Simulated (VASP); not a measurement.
# TiO2 in VASP: further runs

The runs below take TiO2 through single point, with r2SCAN.

Program: VASP 6.6.1. These are calculated values, not measurements. Logs are shortened: lines on timing, memory, paths and dates and some standing lists are left out, and cuts for length are marked.

**1. The cell of the first run**

Symmetry: C2/m, No. 12, monoclinic system. Conventional cell: a = 10.267 Å, b = 3.778 Å, c = 3.778 Å, α = 90.00°, β = 111.02°, γ = 90.00°. Ti (site symmetry m) has 6 O at 1.93 to 1.99 Å within 2.6 Å. Within 2.6 Å of O (site symmetry m) lie 3 Ti at 1.93 to 1.99 Å and 2 O at 2.46 Å. O (site symmetry m) has 3 Ti at 1.93 to 1.99 Å and 2 O at 2.46 Å within 2.6 Å.

**2. Single point, r2SCAN**

POSCAR reads:

```
TiO2
1.0
    3.7777089757      0.0000000000      0.0000000000
    0.0000000000      3.7777089757      0.0000000000
   -0.0958402566      0.0000000000      9.5840256616
Ti O
4 8
Direct
   -0.0025748764      0.5000000000      0.7499916388
    0.5025748764      0.5000000000      0.0000083612
    0.4974251236      0.0000000000      0.2499916388
    0.0025748764      0.0000000000      0.5000083612
    0.0017462608      0.5000000000      0.9572429973
    0.4982537392      0.5000000000      0.7927570027
    0.5037539838      0.0000000000      0.0427590129
   -0.0037539838      0.0000000000      0.7072409871
    0.5017462608      0.0000000000      0.4572429973
   -0.0017462608      0.0000000000      0.2927570027
    0.0037539838      0.5000000000      0.5427590129
    0.4962460162      0.5000000000      0.2072409871
```

INCAR.step1 reads:

```
PREC = Accurate
ENCUT = 520
ISMEAR = 0
SIGMA = 0.02
LREAL = F
LASPH = T
NELM = 80
NBANDS = 60
GGA = PE
ALGO = Normal
EDIFF = 1E-4
LWAVE = T
LCHARG = F
```

INCAR.step2 reads:

```
PREC = Accurate
ENCUT = 520
EDIFF = 1E-7
ISMEAR = 0
SIGMA = 0.02
LREAL = F
LASPH = T
NELM = 80
ALGO = Normal
ISIF = 2
LWAVE = F
LCHARG = T
METAGGA = R2SCAN
LMIXTAU = T
LELF = T
LVHAR = T
NBANDS = 60
ISTART = 1
```

KPOINTS reads:

```
Automatic mesh
0
Gamma
  6 6 4
```

Potentials or basis: VASP PAW PBE potentials, release 64 (Ti_sv, O).

The run is started by

```
> cat potpaw_PBE.64/Ti_sv/POTCAR potpaw_PBE.64/O/POTCAR > POTCAR
> cp INCAR.step1 INCAR
> mpirun -np 1 vasp_std > vasp.out
> cp INCAR.step2 INCAR
> mpirun -np 1 vasp_std > vasp.out
```

OUTCAR:

```text
PREC = Accurate
   ENCUT = 520
   EDIFF = 1E-7
   ISMEAR = 0
   LREAL = F
   LASPH = T
   NELM = 80
   ISIF = 2
   METAGGA = R2SCAN
   ISTART = 1

 ion  position               nearest neighbor table
   1  0.997  0.500  0.750-   6 1.93   8 1.93   8 1.93   6 1.93   5 1.99  11 1.99
   2  0.503  0.500  0.000-   5 1.93   7 1.93   7 1.93   5 1.93   6 1.99  12 1.99
   3  0.497  0.000  0.250-  10 1.93  12 1.93  12 1.93  10 1.93   9 1.99   7 1.99
   4  0.003  0.000  0.500-   9 1.93  11 1.93  11 1.93   9 1.93  10 1.99   8 1.99
   5  0.002  0.500  0.957-   2 1.93   2 1.93   1 1.99
   6  0.498  0.500  0.793-   1 1.93   1 1.93   2 1.99
   7  0.504  0.000  0.043-   2 1.93   2 1.93   3 1.99
   8  0.996  0.000  0.707-   1 1.93   1 1.93   4 1.99
   9  0.502  0.000  0.457-   4 1.93   4 1.93   3 1.99
  10  0.998  0.000  0.293-   3 1.93   3 1.93   4 1.99
  11  0.004  0.500  0.543-   4 1.93   4 1.93   1 1.99
  12  0.496  0.500  0.207-   3 1.93   3 1.93   2 1.99

  LATTYP: Found a simple monoclinic cell.
 ALAT       =     3.7777089757
 B/A-ratio  =     1.0000000000
 C/A-ratio  =     2.5371210203
 COS(beta)  =    -0.0099995000

  Lattice vectors:

 A1 = (   3.7777089757,   0.0000000000,   0.0000000000)
 A2 = (   0.0000000000,   3.7777089757,   0.0000000000)
 A3 = (  -0.0958402566,   0.0000000000,   9.5840256616)

Analysis of symmetry for initial positions (statically):
=====================================================================
 Subroutine PRICEL returns following result:

  LATTYP: Found a base centered monoclinic cell.
 ALAT       =    10.2669228665
 B/A-ratio  =     0.3679494845
 C/A-ratio  =     0.3679494845
 COS(beta)  =    -0.3586146275

  Lattice vectors:

 A1 = (   1.8409343596,  -1.8888544878,   4.7920128308)
 A2 = (   1.8409343596,   1.8888544879,   4.7920128308)
 A3 = (  -3.7777089757,  -0.0000000000,  -0.0000000000)

   2 primitive cells build up your supercell.

 Routine SETGRP: Setting up the symmetry group for a
 simple monoclinic supercell.

 Subroutine GETGRP returns: Found  4 space group operations
 (whereof  2 operations were pure point group operations)
 out of a pool of  4 trial point group operations.

The static configuration has the point symmetry C_1h.
 The point group associated with its full space group is C_2h.

Analysis of symmetry for dynamics (positions and initial velocities):
=====================================================================
 Subroutine PRICEL returns following result:

  LATTYP: Found a base centered monoclinic cell.
 ALAT       =    10.2669228665
 B/A-ratio  =     0.3679494845
 C/A-ratio  =     0.3679494845
 COS(beta)  =    -0.3586146275

  Lattice vectors:

 A1 = (   1.8409343596,  -1.8888544878,   4.7920128308)
 A2 = (   1.8409343596,   1.8888544879,   4.7920128308)
 A3 = (  -3.7777089757,  -0.0000000000,  -0.0000000000)

   2 primitive cells build up your supercell.

 Routine SETGRP: Setting up the symmetry group for a
 simple monoclinic supercell.

 Subroutine GETGRP returns: Found  4 space group operations
 (whereof  2 operations were pure point group operations)
 out of a pool of  4 trial point group operations.

The dynamic configuration has the point symmetry C_1h.
 The point group associated with its full space group is C_2h.

 Subroutine INISYM returns: Found  4 space group operations
 (whereof  2 operations are pure point group operations),
 and found     2 'primitive' translations

----------------------------------------------------------------------------------------

                                     Primitive cell

  volume of cell :      68.3872

  direct lattice vectors                    reciprocal lattice vectors
     1.840934360 -1.888854488  4.792012831     0.000000000 -0.264710703  0.104340288
     1.840934360  1.888854488  4.792012831    -0.000000000  0.264710703  0.104340288
    -3.777708976 -0.000000000 -0.000000000    -0.264710703  0.000000000  0.101693181

  length of vectors
     5.469935791  5.469935791  3.777708976     0.284532339  0.284532339  0.283572318

  position of ions in fractional coordinates (direct lattice)
     0.249991639  0.249991639  0.752566515
     0.500008361  0.500008361  0.497433485
     0.457242997  0.457242997  0.955496737
     0.292757003  0.292757003  0.294503263
     0.042759013  0.042759013  0.539005029
     0.707240987  0.707240987  0.710994971

  ion indices of the primitive-cell ions
   primitive index   ion index
                 1           1
                 2           2
                 3           5
                 4           6
                 5          11
                 6           8

----------------------------------------------------------------------------------------

 KPOINTS: Automatic mesh

Automatic generation of k-mesh.
 Grid dimensions read from file:
 generate k-points for:    6    6    4

 Generating k-lattice:

  Cartesian coordinates                     Fractional coordinates (reciprocal lattice)
     0.044118451  0.000000000  0.000441185     0.166666667  0.000000000  0.000000000
     0.000000000  0.044118451  0.000000000     0.000000000  0.166666667  0.000000000
     0.000000000  0.000000000  0.026085072     0.000000000  0.000000000  0.250000000

  Length of vectors
     0.044120656  0.044118451  0.026085072

  Shift w.r.t. Gamma in fractional coordinates (k-lattice)
     0.000000000  0.000000000  0.000000000

 Subroutine IBZKPT returns following result:
 ===========================================

 Found     56 irreducible k-points:

 Following reciprocal coordinates:
            Coordinates               Weight
  0.000000  0.000000  0.000000      1.000000
  0.166667  0.000000  0.000000      2.000000
  0.333333  0.000000  0.000000      2.000000
  0.500000  0.000000  0.000000      1.000000
  0.000000  0.166667  0.000000      2.000000
  0.166667  0.166667  0.000000      4.000000
[... 16 lines left out ...]
  0.000000  0.166667  0.250000      4.000000
  0.166667  0.166667  0.250000      4.000000
 [... further k-points ...]
   k-points           NKPTS =     56   k-points in BZ     NKDIM =     56   number of bands    NBANDS=     60
   number of dos      NEDOS =    301   number of ions     NIONS =     12
   total plane-waves  NPLWV =  56448
   dimension x,y,z NGX =    28 NGY =   28 NGZ =   72
   dimension x,y,z NGXF=    56 NGYF=   56 NGZF=  144
   ions per type =               4   8
   NGX,Y,Z   is equivalent  to a cutoff of  12.32, 12.32, 12.49 a.u.
   NGXF,Y,Z  is equivalent  to a cutoff of  24.64, 24.64, 24.98 a.u.
 SYSTEM =  unknown system
   PREC   = accura    normal or accurate (medium, high low for compatibility)
   ISTART =      1    job   : 0-new  1-cont  2-samecut
   ICHARG =      0    charge: 1-file 2-atom 10-const
   ISPIN  =      1    spin polarized calculation?
   LNONCOLLINEAR =      F non collinear calculations
   LSORBIT =      F    spin-orbit coupling
   LASPH  =      T    aspherical Exc in radial PAW
   ENCUT  =  520.0 eV  38.22 Ry    6.18 a.u.   7.02  7.02 17.82*2*pi/ulx,y,z
   NELM   =     80;   NELMIN=  2; NELMDL=  0     # of ELM steps
   EDIFF  = 0.1E-06   stopping-criterion for ELM
   LREAL  =      F    real-space projection
   EDIFFG = 0.1E-05   stopping-criterion for IOM
   NSW    =      0    number of steps for IOM
   IBRION =     -1    ionic relax: 0-MD 1-quasi-New 2-CG
   NFREE  =      0    steps in history (QN), initial steepest desc. (CG)
   ISIF   =      2    stress and relaxation
   ISYM   =      2    0-nonsym 1-usesym 2-fastsym
   POTIM  = 0.5000    time-step for ionic-motion
   TEBEG  =    0.0;   TEEND  =   0.0 temperature during run
   PSTRESS=    0.0 pullay stress
   NELECT =      96.0000    total number of electrons
   NUPDOWN=      -1.0000    fix difference up-down
   EMIN   =  10.00;   EMAX   =-10.00  energy-range for DOS
   EFERMI =   0.00;   METHOD = LEGACY
   ISMEAR =     0;   SIGMA  =   0.02  broadening in eV -4-tet -1-fermi 0-gaus
   EFERMI_NEDOS =   21; number of points for ismear=-14 and -15
   IALGO  =     38    algorithm
   IMIX   =      4    mixing-type and parameters
     AMIX     =   0.40;   BMIX     =  1.00
     AMIX_MAG =   1.60;   BMIX_MAG =  1.00
  volume/ion in A,a.u.               =      11.40        76.92
  Fermi-wavevector in a.u.,A,eV,Ry     =   1.454890  2.749344 28.799531  2.116706
  Thomas-Fermi vector in A             =   2.571988
   LORBIT       =      0    0 simple, 1 ext, 2 COOP (PROOUT), +10 PAW based schemes
   METAGGA = R2SCAN    functional components
   LHFCALC =     F    Hartree Fock is set to
   AEXX    =    0.0000 exact exchange contribution
   IVDW    =     0    specifies the selected vdW correction
   LEPSILON=     F    determine dielectric tensor
   LRPA    =     F    only Hartree local field effects (RPA)
 non-spin polarized calculation
 Gauss-broadening in eV      SIGMA  =   0.02
  energy-cutoff  :      520.00
  volume of cell :      136.77
 maximum number of plane-waves:      3712
   NGX = 15   NGY = 15   NGZ = 35

 number of electron      95.9999953 magnetization

 Free energy of the ion-electron system (eV)
  ---------------------------------------------------
  ext. energy  EPLUGINS =         0.00000000
  ---------------------------------------------------
  free energy    TOTEN  =      -139.71312163 eV

  energy without entropy =     -139.71312163  energy(sigma->0) =     -139.71312163

 E-fermi :   3.1657     XC(G=0): -11.4453

 val. band max:        2.9691636520   @ k =   0.5000   0.5000   0.0000
 cond. band min:       5.5705648015   @ k =   0.0000   0.0000   0.0000
 fundamental gap:      2.6014011495
 Fermi energy:         3.1656772484

 k-point     1 :       0.0000    0.0000    0.0000
  band No.  band energies     occupation
      1     -55.5677      2.00000
      2     -55.5384      2.00000
      3     -55.5384      2.00000
      4     -55.5088      2.00000
      5     -30.9854      2.00000
      6     -30.7910      2.00000
[... 52 lines left out ...]
     59       7.7427      0.00000
     60       7.7431      0.00000

 k-point     2 :       0.1667    0.0000    0.0000
  band No.  band energies     occupation
      1     -55.5651      2.00000
      2     -55.5397      2.00000
      3     -55.5358      2.00000
      4     -55.5101      2.00000
      5     -30.9845      2.00000
      6     -30.8437      2.00000
[... 52 lines left out ...]
     59       7.6132      0.00000
     60       7.8192      0.00000

 k-point     3 :       0.3333    0.0000    0.0000
  band No.  band energies     occupation
      1     -55.5585      2.00000
      2     -55.5438      2.00000
      3     -55.5291      2.00000
      4     -55.5143      2.00000
      5     -30.9820      2.00000
      6     -30.9171      2.00000
[... 1312 lines left out ...]
     59       7.6698      0.00000
     60       7.8018      0.00000

 k-point    24 :       0.1667    0.1667    0.2500
  band No.  band energies     occupation
      1     -55.5606      2.00000
      2     -55.5469      2.00000
      3     -55.5272      2.00000
      4     -55.5135      2.00000
      5     -30.9716      2.00000
      6     -30.8916      2.00000
[... 52 lines left out ...]
     59       7.2654      0.00000
     60       7.4590      0.00000

 [... further k-points ...]
[... 5 lines left out ...]
  --------------------------------------------------------------------------------------
  -------------------------------------------------------------------------------------
  Total        1.1085105      1.0897686      0.9147453      0.0000000      0.0000000      0.4443180
  in kB       12.9851033     12.7655613     10.7153367      0.0000000      0.0000000      5.2047456
  external PRESSURE =      12.1553338 kB  Pullay stress =       0.0000000 kB

 VOLUME and BASIS-vectors are now :
 -----------------------------------------------------------------------------
  energy-cutoff  :      520.00
  volume of cell :      136.77
      direct lattice vectors                 reciprocal lattice vectors
     3.777708976  0.000000000  0.000000000     0.264710703  0.000000000  0.002647107
     0.000000000  3.777708976  0.000000000     0.000000000  0.264710703  0.000000000
    -0.095840257  0.000000000  9.584025662     0.000000000  0.000000000  0.104340288

 POSITION                                       TOTAL-FORCE (eV/Angst)
 -----------------------------------------------------------------------------------
      3.69610      1.88885      7.18794        -0.009533     -0.000000      0.001061
      1.89858      1.88885      0.00008         0.009533      0.000000     -0.001061
      1.85517      0.00000      2.39593        -0.009533      0.000000      0.001061
     -0.03819      0.00000      4.79209         0.009533      0.000000     -0.001061
     -0.08515      1.88885      9.17424        -0.006699      0.000000      0.032507
      1.80628      1.88885      7.59780         0.006699      0.000000     -0.032507
      1.89894      0.00000      0.40980        -0.000758      0.000000     -0.032253
      3.69575      0.00000      6.77822         0.000758     -0.000000      0.032253
      1.85163      0.00000      4.38223        -0.006699      0.000000      0.032507
      3.74305      0.00000      2.80579         0.006699      0.000000     -0.032507
     -0.03784      1.88885      5.20182        -0.000758      0.000000     -0.032253
      1.85481      1.88885      1.98620         0.000758     -0.000000      0.032253
 -----------------------------------------------------------------------------------
    total drift:                               -0.000000      0.000000      0.000000

  FREE ENERGIE OF THE ION-ELECTRON SYSTEM (eV)
  ---------------------------------------------------
  free  energy   TOTEN  =      -139.7131216282 eV

  energy  without entropy=     -139.7131216282  energy(sigma->0) =     -139.71312163
```

Run time: 16 min. Hardware: 1 thread of Intel Xeon 6975P-C (Granite Rapids), shared host; peak memory 0.46 GiB.

Results:

```
Free energy            : -139.7131 eV
Pressure               : 1.2 GPa
Largest force          : 0.033 eV/Å
Band gap on the k mesh : 2.60 eV
```

Forces on the atoms (eV/Å):
```
Ti  -0.010  0.000  0.001
Ti   0.010  0.000 -0.001
Ti  -0.010  0.000  0.001
Ti   0.010  0.000 -0.001
O   -0.007  0.000  0.033
O    0.007  0.000 -0.033
O   -0.001  0.000 -0.032
O    0.001  0.000  0.032
O   -0.007  0.000  0.033
O    0.007  0.000 -0.033
O   -0.001  0.000 -0.032
O    0.001  0.000  0.032
```

Caveat: the PAW data sets were made with another functional, which shifts forces and pressure a little. A k mesh can miss the band edges.

[end of part 1 of 3]
